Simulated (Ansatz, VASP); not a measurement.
**ZnSe: VASP beside Ansatz**

```
CELL_PARAMETERS angstrom
0.00000 3.11338 2.42844
3.11338 0.00000 2.42844
3.11338 3.11338 0.00000
ATOMIC_POSITIONS crystal
Zn 0.00000 0.00000 0.00000
Se 0.75000 0.75000 0.75000
```

Alike in both runs: task single point; functional PBE; k mesh 10 × 10 × 10; occupations gaussian, width 0.05 eV; no spin polarisation.

```csv
,VASP,Ansatz
version,VASP 6.6.1,Ansatz 0.2.0
potentials or method,"VASP PAW PBE potentials, release 64 (Zn, Se), cutoff 520 eV","scalar-relativistic, plane waves, PAW"
valence electrons in the cell,18,28
```

```csv
,VASP,Ansatz,Ansatz less VASP
gap on the k mesh at the Fermi level (eV),0.60,0.60,-0.001
least direct gap on the mesh (eV),0.60,0.60,-0.001
pressure (GPa),-1.0,-1.2,-0.18
"traceless stress, the component that is largest in VASP (GPa)",3.66,3.70,+0.040
```

The functional is the same, so the differences come from potentials, cutoffs and numerics. VASP's potentials hold 18 valence electrons a cell and Ansatz's 28, so a difference there can come from the potentials and not from the codes.
